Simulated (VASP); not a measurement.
# Ta (Im-3m) in VASP: further runs, part 2 of 2

VASP 6.6.1. The steps go on from the part before.

## 3. Single point, b88 exchange, pbe correlation, collinear spin

INCAR

```
SYSTEM = Ta
PREC = Accurate
ENCUT = 500
EDIFF = 1E-6
ISMEAR = -5
SIGMA = 0.05
LREAL = .False.
LASPH = .True.
NELM = 200
ALGO = Normal
ISIF = 2
LWAVE = .False.
LCHARG = .False.
ISPIN = 2
MAGMOM = 0.5
LORBIT = 11
LMAXMIX = 4
GGA = LIBXC
LIBXC1 = GGA_X_B88
LIBXC2 = GGA_C_PBE
NBANDS = 16
GGA_COMPAT = .False.
```

KPOINTS

```
regular mesh
0
Gamma
  11 11 11
  0 0 0
```

POSCAR

```
Ta
1.0
   -1.6512800000      1.6512800000      1.6512800000
    1.6512800000     -1.6512800000      1.6512800000
    1.6512800000      1.6512800000     -1.6512800000
Ta
1
Direct
    0.0000000000      0.0000000000      0.0000000000
```

Potentials or basis: VASP PAW PBE potentials, release 64 (Ta_pv).

Run with:

```console
> cat potpaw_PBE.64/Ta_pv/POTCAR > POTCAR
> mpirun -np 1 vasp_std > vasp.out
```

OUTCAR:

```text
SYSTEM = Ta
   PREC = Accurate
   ENCUT = 500
   EDIFF = 1E-6
   ISMEAR = -5
   LREAL = .False.
   LASPH = .True.
   NELM = 200
   ISIF = 2
   ISPIN = 2
   LORBIT = 11
   GGA = LIBXC

 ion  position               nearest neighbor table
   1  0.000  0.000  0.000-

  LATTYP: Found a body centered cubic cell.
 ALAT       =     3.3025600000

  Lattice vectors:

 A1 = (  -1.6512800000,   1.6512800000,   1.6512800000)
 A2 = (   1.6512800000,  -1.6512800000,   1.6512800000)
 A3 = (   1.6512800000,   1.6512800000,  -1.6512800000)

Analysis of symmetry for initial positions (statically):
=====================================================================
 Subroutine PRICEL returns:
 Original cell was already a primitive cell.

 Routine SETGRP: Setting up the symmetry group for a
 body centered cubic supercell.

 Subroutine GETGRP returns: Found 48 space group operations
 (whereof 48 operations were pure point group operations)
 out of a pool of 48 trial point group operations.

The static configuration has the point symmetry O_h .

Analysis of symmetry for dynamics (positions and initial velocities):
[... 640 lines left out ...]

 [... further k-points ...]

 spin component 2

 k-point     1 :       0.0000    0.0000    0.0000
  band No.  band energies     occupation
      1     -27.6554      1.00000
      2     -27.6554      1.00000
      3     -27.6554      1.00000
      4      -2.4491      1.00000
      5       6.1564      0.00000
      6       6.1564      0.00000
[... 435 lines left out ...]
      5       3.8581      1.00000
      6       5.4889      0.69185
[... 8 lines left out ...]
     15      29.1257      0.00000
     16      32.7240      0.00000

 [... further k-points ...]

------------------------ aborting loop because EDIFF is reached ----------------------------------------

  FORCE on cell =-STRESS in cart. coord.  units (eV):
  Direction    XX          YY          ZZ          XY          YZ          ZX
  --------------------------------------------------------------------------------------
  -------------------------------------------------------------------------------------
  Total        0.2975528      0.2975528      0.2975528      0.0000000      0.0000000     -0.0000000
  in kB       26.4699093     26.4699093     26.4699093      0.0000000      0.0000000     -0.0000000
  external PRESSURE =      26.4699093 kB  Pullay stress =       0.0000000 kB

 VOLUME and BASIS-vectors are now :
 -----------------------------------------------------------------------------
  energy-cutoff  :      500.00
  volume of cell :       18.01
      direct lattice vectors                 reciprocal lattice vectors
    -1.651280000  1.651280000  1.651280000     0.000000000  0.302795407  0.302795407
     1.651280000 -1.651280000  1.651280000     0.302795407  0.000000000  0.302795407
     1.651280000  1.651280000 -1.651280000     0.302795407  0.302795407  0.000000000

 POSITION                                       TOTAL-FORCE (eV/Angst)
 -----------------------------------------------------------------------------------
      0.00000      0.00000      0.00000         0.000000      0.000000      0.000000
 -----------------------------------------------------------------------------------
    total drift:                               -0.000000      0.000000      0.000000

  FREE ENERGIE OF THE ION-ELECTRON SYSTEM (eV)
  ---------------------------------------------------
  free  energy   TOTEN  =       -11.6820101886 eV

  energy  without entropy=      -11.6820101886  energy(sigma->0) =      -11.68201019

 total charge

# of ion       s       p       d       tot
------------------------------------------
    1        0.371   6.169   2.402   8.942

 magnetization (x)

# of ion       s       p       d       tot
------------------------------------------
    1       -0.000  -0.000  -0.000  -0.000
```

OSZICAR:

```text
N       E                     dE             d eps       ncg     rms          rms(c)
DAV:   1     0.650114788765E+02    0.65011E+02   -0.53799E+03  3616   0.640E+02
DAV:   2    -0.109526784753E+02   -0.75964E+02   -0.73299E+02  4472   0.209E+02
DAV:   3    -0.120995833028E+02   -0.11469E+01   -0.11454E+01  3800   0.235E+01
DAV:   4    -0.121014192583E+02   -0.18360E-02   -0.18360E-02  4648   0.102E+00
DAV:   5    -0.121014245783E+02   -0.53200E-05   -0.53197E-05  3824   0.491E-02    0.135E+01
DAV:   6    -0.117816303623E+02    0.31979E+00   -0.17805E-01  4040   0.422E+00    0.649E+00
DAV:   7    -0.116821435226E+02    0.99487E-01   -0.14087E-01  4280   0.357E+00    0.954E-01
DAV:   8    -0.116826688931E+02   -0.52537E-03   -0.39474E-03  3784   0.448E-01    0.356E-01
DAV:   9    -0.116821745491E+02    0.49434E-03   -0.61109E-04  4128   0.196E-01    0.146E-01
DAV:  10    -0.116820378487E+02    0.13670E-03   -0.15502E-04  3832   0.105E-01    0.417E-02
DAV:  11    -0.116820200375E+02    0.17811E-04   -0.89247E-06  4096   0.307E-02    0.215E-02
DAV:  12    -0.116820122732E+02    0.77642E-05   -0.16352E-06  3640   0.118E-02    0.126E-02
DAV:  13    -0.116820100654E+02    0.22078E-05   -0.42482E-07  1848   0.634E-03    0.205E-03
DAV:  14    -0.116820101886E+02   -0.12316E-06   -0.61015E-08  1824   0.184E-03
   1 F= -.11682010E+02 E0= -.11682010E+02  d E =0.000000E+00  mag=     0.0000
```

stdout:

```text
POSCAR found type information on POSCAR Ta
 POSCAR found :  1 types and       1 ions
 scaLAPACK will be used
 -----------------------------------------------------------------------------
|                                                                             |
[... 23 lines left out ...]
|     occupations, so forces and stress will be inaccurate. We suggest        |
|     using a different smearing scheme ISMEAR = 1 or 2 for metals in         |
|     relaxations.                                                            |
|                                                                             |
 -----------------------------------------------------------------------------
```

Run time: 39 s. Hardware: 1 thread of AMD EPYC 7R43 (Zen 3), shared host; peak memory 0.14 GiB.

Results:

| Item | Value |
| --- | --- |
| Free energy | -11.6820 eV |
| Pressure | 2.6 GPa |
| Net moment | 0.00 μB per cell |
| Valence electrons inside the program's atomic spheres | Ta 8.94 |

Levels at points of the mesh, in eV from the Fermi level:
Spin up:
```
           k point  band 3  band 4  band 5  band 6  band 7  band 8
(0.00, 0.00, 0.00)  -33.10   -7.89    0.71    0.71    0.71    3.99
```
Spin down:
```tsv
k point	band 3	band 4	band 5	band 6	band 7	band 8
(0.00, 0.00, 0.00)	-33.10	-7.89	0.71	0.71	0.71	3.99
```

Caveat: the PAW data sets were made with another functional, which shifts forces and pressure a little; spin-orbit coupling is left out, which moves the levels of the heavy elements; tetrahedron occupations give inexact forces and stress in metals.

## 4. Single point, b88 exchange, pbe correlation, collinear spin

INCAR

```
SYSTEM = Ta
PREC = Accurate
ENCUT = 500
EDIFF = 1E-6
ISMEAR = -5
SIGMA = 0.1
LREAL = .FALSE.
LASPH = .TRUE.
NELM = 200
ALGO = Normal
ISIF = 2
LWAVE = .FALSE.
LCHARG = .FALSE.
ISPIN = 2
MAGMOM = 0.5
LORBIT = 11
LMAXMIX = 4
GGA = LIBXC
LIBXC1 = GGA_X_B88
LIBXC2 = GGA_C_PBE
NBANDS = 16
GGA_COMPAT = .FALSE.
```

KPOINTS

```
Automatic mesh
0
G
  11 11 11
  0 0 0
```

POSCAR is that of step 3.

Run with:

```console
> cat potpaw_PBE.64/Ta_pv/POTCAR > POTCAR
> mpirun -np 1 vasp_std > vasp.out
```

It took 13 s on 1 thread of Intel Xeon 6975P-C (Granite Rapids), shared host; peak memory 0.16 GiB.

It converged, with:

```
Free energy                                           : -11.6820 eV
Pressure                                              : 2.6 GPa
Net moment                                            : 0.00 μB per cell
Valence electrons inside the program's atomic spheres : Ta 8.94
```

Levels at points of the mesh, in eV from the Fermi level:
Spin up:
| k point | band 3 | band 4 | band 5 | band 6 | band 7 | band 8 |
| --- | --- | --- | --- | --- | --- | --- |
| (0.00, 0.00, 0.00) | -33.10 | -7.89 | 0.71 | 0.71 | 0.71 | 3.99 |
Spin down:
```csv
k point,band 3,band 4,band 5,band 6,band 7,band 8
"(0.00, 0.00, 0.00)",-33.10,-7.89,0.71,0.71,0.71,3.99
```

Caveat: the PAW data sets were made with another functional, which shifts forces and pressure a little; spin-orbit coupling is left out, which moves the levels of the heavy elements; tetrahedron occupations give inexact forces and stress in metals.
